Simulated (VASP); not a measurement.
Runs of VASP 6.6.1 on Hf. The structure is that of space group Im-3m (No. 229), or close to it. The cells are those of the table. 

| cell | k mesh | gap on the mesh (eV) | pressure (GPa) |
| --- | --- | --- | --- |
| a = 2.987 Å, angles 109.5°, 1 atom | 18 × 18 × 18 | none | 9.1 |
| a = 3.112 Å, angles 109.5°, 1 atom | 18 × 18 × 18 | none | -4.1 |
| a = 3.072 Å, angles 109.5°, 1 atom | 18 × 18 × 18 | none | -0.4 |
| a = 2.944 Å, angles 109.5°, 1 atom | 18 × 18 × 18 | none | 15.3 |
| a = 2.898 Å, angles 109.5°, 1 atom | 18 × 18 × 18 | none | 22.4 |
| a = 3.126 Å, angles 109.5°, 1 atom | 18 × 18 × 18 | none | -5.1 |
| a = 3.092 Å, angles 109.5°, 1 atom | 18 × 18 × 18 | none | -2.3 |
| a = 2.803 Å, angles 109.5°, 1 atom | 20 × 20 × 20 | none | (c) |
| a = 2.851 Å, angles 109.5°, 1 atom | 18 × 18 × 18 | none | (b) |
| a = 3.030 Å, angles 109.5°, 1 atom | 18 × 18 × 18 | none | 4.0 |
| a = 2.753 Å, angles 109.5°, 1 atom | 20 × 20 × 20 | none | (a) |

Alike in all rows: task single point; level PBE; potentials or basis VASP PAW PBE potentials, release 64 (Hf_pv); no spin polarisation; cutoff (eV) 520; smearing gaussian 0.05 eV.

Q: Fill in the values left out.

A: (a) 55.1; (b) 30.8; (c) 42.5.

Caveats: spin-orbit coupling is left out, which moves the levels of the heavy elements.

A k mesh can miss the band edges, and the runs leave out spin-orbit coupling on Hf.

A gap of «none» marks levels without a gap at the run's occupations.
